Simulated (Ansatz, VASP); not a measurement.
One calculation of CoSi, two programs

```xyz
2
Lattice="2.7859 0.0000 0.0000 0.0000 2.7859 0.0000 0.0000 0.0000 2.7859" Properties=species:S:1:pos:R:3 pbc="T T T"
Co    0.0000    0.0000    0.0000
Si    1.3930    1.3930    1.3930
```

Alike in both runs: functional PBE; k mesh 16 × 16 × 16; occupations gaussian, width 0.1 eV; collinear spin.

Ansatz relaxed the structure, and its values are those at the end. VASP's run is a single point on that final structure, the one shown.

|  | VASP | Ansatz |
| --- | --- | --- |
| version | VASP 6.6.1 | Ansatz 0.2.0 |
| potentials or method | VASP PAW PBE potentials, release 64 (Co, Si), cutoff 520 eV | scalar-relativistic, plane waves, PAW |
| valence electrons in the cell | 13 | 21 |

```tsv
	VASP	Ansatz	Ansatz less VASP
gap on the k mesh at the Fermi level (eV)	none	none	-
pressure (GPa)	-0.2	0.0	+0.24
net moment per atom (μB)	0.30	0.32	+0.014
size of the moment on the site where the two differ most (μB)	0.60	0.63	+0.035
```

Site moments also hang on the region over which each program counts them. A gap of «none» marks a metal or a gap that the smearing closes. VASP's potentials hold 13 valence electrons a cell and Ansatz's 21, so a difference there can come from the potentials and not from the codes.
